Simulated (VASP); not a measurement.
# Ti (Im-3m) in VASP: notebook, part 2 of 2

VASP 6.6.1. The steps go on from the part before.

**4. Single point, PBEsol (volume scaled by 1.12)**

File INCAR:

```
ALGO     = Normal         # electronic algorithm
EDIFF    = 1E-7           # SCF threshold, eV
ENCUT    = 520            # plane-wave cutoff, eV
GGA      = PS             # functional
ISIF     = 2              # what is computed and relaxed
ISMEAR   = -1             # smearing method
LASPH    = T              # aspherical terms in the spheres
LCHARG   = T              # write CHGCAR
LELF     = T              # ELF
LREAL    = F              # projectors in reciprocal space
LVHAR    = T            
LWAVE    = F              # write WAVECAR
NBANDS   = 12             # bands
NELM     = 80             # most SCF steps
PREC     = Accurate       # precision mode
SIGMA    = 0.1            # smearing width, eV
```

File KPOINTS:

```
k-points
0
Gamma
  15 15 15
```

File POSCAR:

```
Ti
1.0
   -1.6688862929      1.6688862929      1.6688862929
    1.6688862929     -1.6688862929      1.6688862929
    1.6688862929      1.6688862929     -1.6688862929
Ti
1
Direct
    0.0000000000      0.0000000000      0.0000000000
```

Potentials or basis: VASP PAW PBE potentials, release 64 (Ti_sv).

On the command line:

```console
$ cat potpaw_PBE.64/Ti_sv/POTCAR > POTCAR
$ mpirun -np 1 vasp_std > vasp.out
```

OUTCAR:

```text
EDIFF = 1E-7
   ENCUT = 520
   GGA = PS
   ISIF = 2
   ISMEAR = -1
   LASPH = T
   LREAL = F
   NELM = 80
   PREC = Accurate

 ion  position               nearest neighbor table
   1  0.000  0.000  0.000-

  LATTYP: Found a body centered cubic cell.
 ALAT       =     3.3377725858

  Lattice vectors:

 A1 = (  -1.6688862929,   1.6688862929,   1.6688862929)
 A2 = (   1.6688862929,  -1.6688862929,   1.6688862929)
 A3 = (   1.6688862929,   1.6688862929,  -1.6688862929)

Analysis of symmetry for initial positions (statically):
=====================================================================
 Subroutine PRICEL returns:
 Original cell was already a primitive cell.

 Routine SETGRP: Setting up the symmetry group for a
 body centered cubic supercell.

 Subroutine GETGRP returns: Found 48 space group operations
 (whereof 48 operations were pure point group operations)
 out of a pool of 48 trial point group operations.

The static configuration has the point symmetry O_h .

Analysis of symmetry for dynamics (positions and initial velocities):
=====================================================================
 Subroutine PRICEL returns:
 Original cell was already a primitive cell.

 Routine SETGRP: Setting up the symmetry group for a
 body centered cubic supercell.

 Subroutine GETGRP returns: Found 48 space group operations
 (whereof 48 operations were pure point group operations)
 out of a pool of 48 trial point group operations.

The dynamic configuration has the point symmetry O_h .

 Subroutine INISYM returns: Found 48 space group operations
 (whereof 48 operations are pure point group operations),
 and found     1 'primitive' translations

----------------------------------------------------------------------------------------

                                     Primitive cell

  volume of cell :      18.5926

  direct lattice vectors                    reciprocal lattice vectors
    -1.668886293  1.668886293  1.668886293     0.000000000  0.299600999  0.299600999
     1.668886293 -1.668886293  1.668886293     0.299600999  0.000000000  0.299600999
     1.668886293  1.668886293 -1.668886293     0.299600999  0.299600999  0.000000000

  length of vectors
     2.890595851  2.890595851  2.890595851     0.423699796  0.423699796  0.423699796

  position of ions in fractional coordinates (direct lattice)
     0.000000000  0.000000000  0.000000000

  ion indices of the primitive-cell ions
   primitive index   ion index
                 1           1

----------------------------------------------------------------------------------------

 KPOINTS: k-points

Automatic generation of k-mesh.
 Grid dimensions read from file:
 generate k-points for:   15   15   15

 Generating k-lattice:

  Cartesian coordinates                     Fractional coordinates (reciprocal lattice)
     0.000000000  0.019973400  0.019973400     0.066666667  0.000000000  0.000000000
     0.019973400  0.000000000  0.019973400     0.000000000  0.066666667  0.000000000
     0.019973400  0.019973400  0.000000000     0.000000000  0.000000000  0.066666667

  Length of vectors
     0.028246653  0.028246653  0.028246653

  Shift w.r.t. Gamma in fractional coordinates (k-lattice)
     0.000000000  0.000000000  0.000000000

 Subroutine IBZKPT returns following result:
 ===========================================

 Found    120 irreducible k-points:

 Following reciprocal coordinates:
            Coordinates               Weight
  0.000000  0.000000  0.000000      1.000000
  0.066667  0.000000  0.000000     12.000000
  0.133333  0.000000  0.000000     12.000000
  0.200000  0.000000  0.000000     12.000000
  0.266667  0.000000  0.000000     12.000000
  0.333333  0.000000  0.000000     12.000000
[... 16 lines left out ...]
  0.333333  0.200000  0.000000     48.000000
  0.400000  0.200000  0.000000     24.000000
 [... further k-points ...]
   k-points           NKPTS =    120   k-points in BZ     NKDIM =    120   number of bands    NBANDS=     12
   number of dos      NEDOS =    301   number of ions     NIONS =      1
   total plane-waves  NPLWV =  13824
   dimension x,y,z NGX =    24 NGY =   24 NGZ =   24
   dimension x,y,z NGXF=    48 NGYF=   48 NGZF=   48
   ions per type =               1
   NGX,Y,Z   is equivalent  to a cutoff of  13.80, 13.80, 13.80 a.u.
   NGXF,Y,Z  is equivalent  to a cutoff of  27.61, 27.61, 27.61 a.u.
 SYSTEM =  unknown system
   PREC   = accura    normal or accurate (medium, high low for compatibility)
   ISTART =      0    job   : 0-new  1-cont  2-samecut
   ICHARG =      2    charge: 1-file 2-atom 10-const
   ISPIN  =      1    spin polarized calculation?
   LNONCOLLINEAR =      F non collinear calculations
   LSORBIT =      F    spin-orbit coupling
   LASPH  =      T    aspherical Exc in radial PAW
   ENCUT  =  520.0 eV  38.22 Ry    6.18 a.u.   5.37  5.37  5.37*2*pi/ulx,y,z
   NELM   =     80;   NELMIN=  2; NELMDL= -5     # of ELM steps
   EDIFF  = 0.1E-06   stopping-criterion for ELM
   LREAL  =      F    real-space projection
   EDIFFG = 0.1E-05   stopping-criterion for IOM
   NSW    =      0    number of steps for IOM
   IBRION =     -1    ionic relax: 0-MD 1-quasi-New 2-CG
   NFREE  =      0    steps in history (QN), initial steepest desc. (CG)
   ISIF   =      2    stress and relaxation
   ISYM   =      2    0-nonsym 1-usesym 2-fastsym
   POTIM  = 0.5000    time-step for ionic-motion
   TEBEG  =    0.0;   TEEND  =   0.0 temperature during run
   PSTRESS=    0.0 pullay stress
   NELECT =      12.0000    total number of electrons
   NUPDOWN=      -1.0000    fix difference up-down
   EMIN   =  10.00;   EMAX   =-10.00  energy-range for DOS
   EFERMI =   0.00;   METHOD = LEGACY
   ISMEAR =    -1;   SIGMA  =   0.10  broadening in eV -4-tet -1-fermi 0-gaus
   EFERMI_NEDOS =   21; number of points for ismear=-14 and -15
   IALGO  =     38    algorithm
   IMIX   =      4    mixing-type and parameters
     AMIX     =   0.40;   BMIX     =  1.00
     AMIX_MAG =   1.60;   BMIX_MAG =  1.00
  volume/ion in A,a.u.               =      18.59       125.47
  Fermi-wavevector in a.u.,A,eV,Ry     =   1.414779  2.673544 27.233403  2.001599
  Thomas-Fermi vector in A             =   2.536286
   LORBIT       =      0    0 simple, 1 ext, 2 COOP (PROOUT), +10 PAW based schemes
   GGA     = PS    functional components
   LHFCALC =     F    Hartree Fock is set to
   AEXX    =    0.0000 exact exchange contribution
   IVDW    =     0    specifies the selected vdW correction
   LEPSILON=     F    determine dielectric tensor
   LRPA    =     F    only Hartree local field effects (RPA)
 non-spin polarized calculation
  energy-cutoff  :      520.00
  volume of cell :       18.59
 maximum number of plane-waves:       531
 NGX is ok and might be reduce to    24
   NGX = 11   NGY = 11   NGZ = 11

 number of electron      12.0000003 magnetization

 Free energy of the ion-electron system (eV)
  ---------------------------------------------------
  ext. energy  EPLUGINS =         0.00000000
  ---------------------------------------------------
  free energy    TOTEN  =        -8.19902502 eV

  energy without entropy =       -8.11471017  energy(sigma->0) =       -8.15686760

 E-fermi :   7.2758     XC(G=0): -11.3107

 val. band max:        7.2742652635   @ k =   0.3333   0.1333   0.1333
 cond. band min:       7.2801408233   @ k =  -0.4000  -0.4667   0.0667
 fundamental gap:      0.0058755598
 Fermi energy:         7.2758035312

 k-point     1 :       0.0000    0.0000    0.0000
  band No.  band energies     occupation
      1     -49.1599      2.00000
      2     -25.1818      2.00000
      3     -25.1818      2.00000
      4     -25.1818      2.00000
      5       1.4746      2.00000
      6       8.1953      0.00020
      7       8.1953      0.00020
      8       8.1953      0.00020
      9       9.8229      0.00000
     10       9.8229      0.00000
     11      24.2124      0.00000
     12      24.2124      0.00000

 k-point     2 :       0.0667    0.0000    0.0000
  band No.  band energies     occupation
      1     -49.1555      2.00000
      2     -25.2062      2.00000
      3     -25.1895      2.00000
      4     -25.1819      2.00000
      5       1.6176      2.00000
      6       8.1325      0.00038
      7       8.1780      0.00024
      8       8.2967      0.00007
      9       9.7510      0.00000
     10       9.8268      0.00000
     11      23.9343      0.00000
     12      24.1824      0.00000
[... 316 lines left out ...]
 k-point    24 :       0.4000    0.2000    0.0000
  band No.  band energies     occupation
      1     -49.0507      2.00000
      2     -25.6595      2.00000
      3     -25.4318      2.00000
      4     -25.2357      2.00000
      5       5.6998      2.00000
      6       6.9071      1.95112
      7       7.3013      0.87329
      8       9.7568      0.00000
      9      10.2539      0.00000
     10      12.6614      0.00000
     11      15.2034      0.00000
     12      17.8976      0.00000

 [... further k-points ...]
[... 5 lines left out ...]
  --------------------------------------------------------------------------------------
  -------------------------------------------------------------------------------------
  Total       -1.2270973     -1.2270973     -1.2270973     -0.0000000      0.0000000     -0.0000000
  in kB     -105.7424420   -105.7424420   -105.7424420     -0.0000000      0.0000000     -0.0000000
  external PRESSURE =    -105.7424420 kB  Pullay stress =       0.0000000 kB

 VOLUME and BASIS-vectors are now :
 -----------------------------------------------------------------------------
  energy-cutoff  :      520.00
  volume of cell :       18.59
      direct lattice vectors                 reciprocal lattice vectors
    -1.668886293  1.668886293  1.668886293     0.000000000  0.299600999  0.299600999
     1.668886293 -1.668886293  1.668886293     0.299600999  0.000000000  0.299600999
     1.668886293  1.668886293 -1.668886293     0.299600999  0.299600999  0.000000000

 POSITION                                       TOTAL-FORCE (eV/Angst)
 -----------------------------------------------------------------------------------
      0.00000      0.00000      0.00000         0.000000     -0.000000      0.000000
 -----------------------------------------------------------------------------------
    total drift:                                0.000000      0.000000     -0.000000

  FREE ENERGIE OF THE ION-ELECTRON SYSTEM (eV)
  ---------------------------------------------------
  free  energy   TOTEN  =        -8.1990250217 eV

  energy  without entropy=       -8.1147101715  energy(sigma->0) =       -8.15686760
```

It took 33 s on 1 thread of Intel Xeon 8259CL, shared host; peak memory 0.15 GiB.

Results:

```yaml
Free_energy: -8.1990 eV
Pressure: -10.6 GPa
Band_gap_on_the_k_mesh: zero (band 6 reaches 8.20 eV, above the bottom of band 7 at 6.67 eV)
```

Caveat: the cell differs from its parent crystal (volume scaled by 1.12); the PAW data sets were made with another functional, which shifts forces and pressure a little.

**5. Relaxation of cell and atoms, PBEsol**

This run uses another cell than the first one, of 17.66 Å³/atom, 1.023 times its volume.

File INCAR:

```
SYSTEM = Ti
  PREC = Accurate
  ENCUT = 600
  EDIFF = 1E-6
  ISMEAR = -1
  SIGMA = 0.1
  LREAL = .FALSE.
  LASPH = .TRUE.
  NELM = 100
  ALGO = Normal
  ISIF = 3
  LWAVE = .FALSE.
  LCHARG = .FALSE.
  GGA = PS
  IBRION = 2
  NSW = 80
  EDIFFG = -0.01
```

File KPOINTS:

```
regular mesh
0
G
  13 13 13
  0 0 0
```

File POSCAR:

```
Ti
1.0
   -1.6404466475      1.6404466475      1.6404466475
    1.6404466475     -1.6404466475      1.6404466475
    1.6404466475      1.6404466475     -1.6404466475
Ti
1
Direct
    0.0000000000      0.0000000000      0.0000000000
```

On the command line:

```console
$ cat potpaw_PBE.64/Ti_sv/POTCAR > POTCAR
$ mpirun -np 1 vasp_std > vasp.out
```

Wall time 50 s (1 thread of Intel Xeon 8259CL, shared host); peak memory 0.16 GiB.

It converged, with:

| Quantity | Value |
| --- | --- |
| Free energy | -8.2716 eV |
| Relaxed volume | 16.56 Å³/atom |
| Relaxed cell | a = 2.781 Å, b = 2.781 Å, c = 2.781 Å, α = 109.47°, β = 109.47°, γ = 109.47° |
| Space group after relaxing (to 0.05 Å) | Im-3m (No. 229) |
| Energy gained by relaxing | 23.1 meV/atom |
| Ionic steps | 3 |
| Pressure after relaxing | 0.0 GPa |
| Band gap on the k mesh | zero (band 6 reaches 9.49 eV, above the bottom of band 7 at 7.90 eV) |

The path:
```
step  energy change (eV)  largest force (eV/Å)  pressure (GPa)  volume (Å³)
   1              0.0000                0.0000           -6.37        17.66
   2             -0.0142                0.0000            4.55        15.92
   3             -0.0231                0.0000            0.03        16.56
```

Final structure:
```
Ti
1.0
    -1.60563    1.60563    1.60563
     1.60563   -1.60563    1.60563
     1.60563    1.60563   -1.60563
Ti
1
Direct
  0.00000 0.00000 0.00000
```

Levels at points of the mesh, in eV from the Fermi level:
| k point | band 3 | band 4 | band 5 | band 6 | band 7 | band 8 | band 9 | band 10 |
| --- | --- | --- | --- | --- | --- | --- | --- | --- |
| (0.00, 0.00, 0.00) | -32.09 | -32.09 | -6.05 | 1.03 | 1.03 | 1.03 | 2.91 | 2.91 |

Caveat: the PAW data sets were made with another functional, which shifts forces and pressure a little.

**6. Overview**

| task | cell | k mesh | cutoff (eV) | gap on the mesh (eV) | pressure (GPa) |
| --- | --- | --- | --- | --- | --- |
| single point | a = 2.820 Å, angles 109.5°, 1 atom | 15 × 15 × 15 | 520 | none | -4.3 |
| single point | a = 2.856 Å, angles 109.5°, 1 atom | 15 × 15 × 15 | 520 | none | -7.7 |
| single point | a = 2.891 Å, angles 109.5°, 1 atom | 15 × 15 × 15 | 520 | none | -10.6 |
| relaxation of cell and atoms | relaxed from a = 2.841 Å, angles 109.5°, 1 atom | 13 × 13 × 13 | 600 | none | 0.0 |

Alike in all rows: level PBEsol; potentials or basis VASP PAW PBE potentials, release 64 (Ti_sv); no spin polarisation; smearing fermi-dirac 0.1 eV.

Caveats: the PAW data sets were made with another functional, which shifts forces and pressure a little.

Total energies depend on the potentials used, so only differences within one code and one set of settings carry meaning.
